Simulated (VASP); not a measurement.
Wanted: the native input for a VASP 6.6.1 run.

```yaml
Task: single point
Functional: r2SCAN
Potentials_or_basis: VASP PAW PBE potentials, release 64 (F, Re, Ag)
Cutoff: 520 eV
k_mesh: 4 × 4 × 4
Occupations: fermi-dirac, width 0.1 eV
Spin: no spin polarisation
Dipole_correction: no
Further_INCAR_settings: ALGO = Normal; EDIFF = 1e-07; NBANDS = 40
```

The system is ReAgF6.

```
CELL_PARAMETERS angstrom
3.28987 1.89941 2.17418
-3.28987 1.89941 2.17418
0.00000 -3.79881 2.17419
ATOMIC_POSITIONS crystal
F 0.22331 0.93029 0.37330
F 0.37330 0.22331 0.93029
F 0.93029 0.37330 0.22331
F 0.77669 0.06971 0.62670
F 0.62670 0.77669 0.06971
F 0.06971 0.62670 0.77669
Re 0.00000 0.00000 0.00000
Ag 0.50000 0.50000 0.50000
```

These files were run (other wordings do the same):

POSCAR

```
ReAgF6
1.0
    3.2898671138      1.8994071155      2.1741828631
   -3.2898671138      1.8994071155      2.1741828631
    0.0000000000     -3.7988098757      2.1741866679
F Re Ag
6 1 1
Direct
    0.2233116229      0.9302919611      0.3733039785
    0.3733039785      0.2233116229      0.9302919611
    0.9302919611      0.3733039785      0.2233116229
    0.7766883771      0.0697080389      0.6266960215
    0.6266960215      0.7766883771      0.0697080389
    0.0697080389      0.6266960215      0.7766883771
    0.0000000000      0.0000000000      0.0000000000
    0.5000000000      0.5000000000      0.5000000000
```

INCAR.step1

```
  PREC = Accurate
  ENCUT = 520
  ISMEAR = -1
  SIGMA = 0.1
  LREAL = F
  LASPH = T
  NELM = 100
  NBANDS = 40
  GGA = PE
  ALGO = Normal
  EDIFF = 1E-4
  LWAVE = T
  LCHARG = F
```

INCAR.step2

```
  PREC = Accurate
  ENCUT = 520
  EDIFF = 1E-7
  ISMEAR = -1
  SIGMA = 0.1
  LREAL = F
  LASPH = T
  NELM = 100
  ALGO = Normal
  ISIF = 2
  LWAVE = F
  LCHARG = F
  METAGGA = R2SCAN
  LMIXTAU = T
  NBANDS = 40
  ISTART = 1
```

KPOINTS

```
Automatic mesh
0
Gamma
  4 4 4
```

Potentials or basis: VASP PAW PBE potentials, release 64 (F, Re, Ag).

Run with:

```console
$ cat potpaw_PBE.64/F/POTCAR potpaw_PBE.64/Re/POTCAR potpaw_PBE.64/Ag/POTCAR > POTCAR
$ cp INCAR.step1 INCAR
$ mpirun -np 1 vasp_std > vasp.out
$ cp INCAR.step2 INCAR
$ mpirun -np 1 vasp_std > vasp.out
```

It gave:

```yaml
Pressure: 23.2 GPa
Largest_force: 0.528 eV/Å
Band_gap_on_the_k_mesh: zero (band 30 reaches 4.82 eV, above the bottom of band 31 at 4.29 eV)
```

Caveat: the k points lie up to 0.37 Å⁻¹ apart; the PAW data sets were made with another functional, which shifts forces and pressure a little; spin-orbit coupling is left out, which moves the levels of the heavy elements.

It took 6.3 min on 1 thread of AMD EPYC 7R43 64-Core Processor (Zen 3), with other jobs on the host, peak memory 0.2 GiB.
